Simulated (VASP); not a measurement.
Wanted: the native input for a VASP 6.6.1 run.

| Quantity | Value |
| --- | --- |
| Task | single point |
| Functional | PBE |
| Potentials or basis | VASP PAW PBE potentials, release 64 (Cd, H) |
| Cutoff | 520 eV |
| k mesh | 5 × 5 × 5 |
| Occupations | gaussian, width 0.2879 eV |
| Spin | no spin polarisation |
| Dipole correction | no |
| Further INCAR settings | ALGO = Normal; EDIFF = 1e-06; NBANDS = 27 |

The structure of CdH4 lies in POSCAR:

```
CdH4
1.0
    0.0000000000      4.4401230000      0.0000000000
    4.3324460000     -2.2200620000      0.0000000000
   -0.1495750000      2.2200620000     -7.4573960000
Cd H
2 8
Direct
    0.9258000000      0.7500000000      0.7500000000
    0.0742000000      0.2500000000      0.2500000000
    0.9698000000      0.4509000000      0.8035000000
    0.3224000000      0.0491000000      0.6965000000
    0.0302000000      0.5491000000      0.1965000000
    0.6776000000      0.9509000000      0.3035000000
    0.7493000000      0.6467000000      0.5765000000
    0.6791000000      0.8533000000      0.9235000000
    0.2507000000      0.3533000000      0.4235000000
    0.3209000000      0.1467000000      0.0765000000
```

One way to write it, as run:

INCAR

```
SYSTEM = CdH4
ALGO = Normal
EDIFF = 1E-6
ENCUT = 520
GGA = PE
ISIF = 2
ISMEAR = 0
LASPH = .TRUE.
LCHARG = .TRUE.
LELF = .TRUE.
LREAL = .FALSE.
LVHAR = .TRUE.
LWAVE = .FALSE.
NBANDS = 27
NELM = 60
PREC = Accurate
SIGMA = 0.2879
```

KPOINTS

```
k-points
0
G
  5 5 5
  0 0 0
```

Potentials or basis: VASP PAW PBE potentials, release 64 (Cd, H).

Run with:

```bash
$ cat potpaw_PBE.64/Cd/POTCAR potpaw_PBE.64/H/POTCAR > POTCAR
$ mpirun -np 1 vasp_std > vasp.out
```

It gave:

```
Pressure               : 3.7 GPa
Largest force          : 1.679 eV/Å
Band gap on the k mesh : zero (bands 16 and 17 overlap by 0.85 eV)
```

Caveat: the cell stands under pressure; so wide a smearing shifts energies and pressures; forces of over 1 eV/Å act on the atoms, so gaps and moduli don't describe the material at rest.

Wall time 2.6 min on 1 thread of Oxide Virtual Turin-like Processor, on a shared host, peak memory 0.28 GiB.
